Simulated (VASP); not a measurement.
Crystal: Ge.

```
Ge
1.0
    -2.57449    2.57449    1.39741
     2.57449   -2.57449    1.39741
     2.57449    2.57449   -1.39741
Ge
2
Direct
  0.25000 0.75000 0.50000
  0.50000 0.50000 0.00000
```

| Item | Value |
| --- | --- |
| Program | VASP 6.6.1 |
| Task | relaxation of cell and atoms |
| Functional | PBEsol |
| Dispersion | D3(BJ) |
| Potentials or basis | VASP PAW PBE potentials, release 64 (Ge_d) |
| Cutoff | 600 eV |
| k mesh | 12 × 12 × 12, shifted |
| Occupations | gaussian, width 0.1 eV |
| Spin | no spin polarisation |

At the start: pressure -3.8 GPa; volume 18.52 Å³/atom.

Problem. How do energy, volume and symmetry change on relaxing?

Solution. Over 6 steps the energy falls by 10.3 meV/atom and the volume is 17.69 Å³/atom (-4.5 %); space group I4_1/amd (No. 141, to 0.1 Å) before and after.

Step by step:
| step | energy change (eV) | largest force (eV/Å) | pressure (GPa) | volume (Å³) |
| --- | --- | --- | --- | --- |
| 1 | 0.0000 | 0.0000 | -3.76 | 37.05 |
| 2 | -0.0179 | 0.0000 | 1.21 | 34.77 |
| 3 | -0.0206 | 0.0000 | 0.18 | 35.34 |
| 4 | -0.0205 | 0.0000 | -0.22 | 35.40 |
| 5 | -0.0206 | 0.0000 | 0.00 | 35.37 |
| 6 | -0.0206 | 0.0000 | 0.01 | 35.38 |

Final structure:
```
CELL_PARAMETERS angstrom
-2.53065 2.53065 1.38102
2.53065 -2.53065 1.38102
2.53065 2.53065 -1.38102
ATOMIC_POSITIONS crystal
Ge 0.25000 0.75000 0.50000
Ge 0.50000 0.50000 0.00000
```

Caveat: the PAW data sets were made with another functional, which shifts forces and pressure a little.
